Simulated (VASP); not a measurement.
HfZrS3, 5 atoms in the cell. The structure is cubic, space group Pm-3m (No. 221). The conventional cell has a = 4.879 Å, b = 4.879 Å, c = 4.879 Å, α = 90.00°, β = 90.00°, γ = 90.00°. Within 3.2 Å of Zr (site symmetry m-3m) lie 6 S at 2.44 Å. Hf (site symmetry m-3m) has 12 S at 3.45 Å and 8 Zr at 4.22 Å within 4.5 Å. S (site symmetry 4/mmm) has 2 Zr at 2.44 Å within 3.2 Å. 

```yaml
Program: VASP 6.6.1
Task: single point
Functional: PBE
Potentials_or_basis: VASP PAW PBE potentials, release 64 (Zr_sv, Hf_pv, S)
Cutoff: 520 eV
k_mesh: 8 × 8 × 8
Occupations: gaussian, width 0.1 eV
Spin: collinear spin
Starting_moments: "[0.0, 1.16, 0.0, 0.0, 0.0] μB"
Dipole_correction: no
Further_INCAR_settings: ALGO = Normal; EDIFF = 1e-06; NBANDS = 32
```

Potentials or basis: VASP PAW PBE potentials, release 64 (Zr_sv, Hf_pv, S).

Launch:

```bash
$ cat potpaw_PBE.64/Zr_sv/POTCAR potpaw_PBE.64/Hf_pv/POTCAR potpaw_PBE.64/S/POTCAR > POTCAR
$ mpirun -np 1 vasp_std > vasp.out
```

Hardware: 1 thread of Oxide Virtual Turin-like Processor (shared host).

Question: Estimate the wall time of this run.

Answer: Wall time 3.6 min on 1 thread of Oxide Virtual Turin-like Processor, with other jobs on the host, peak memory 0.35 GiB. Counts: scf iterations 18, k points 35.
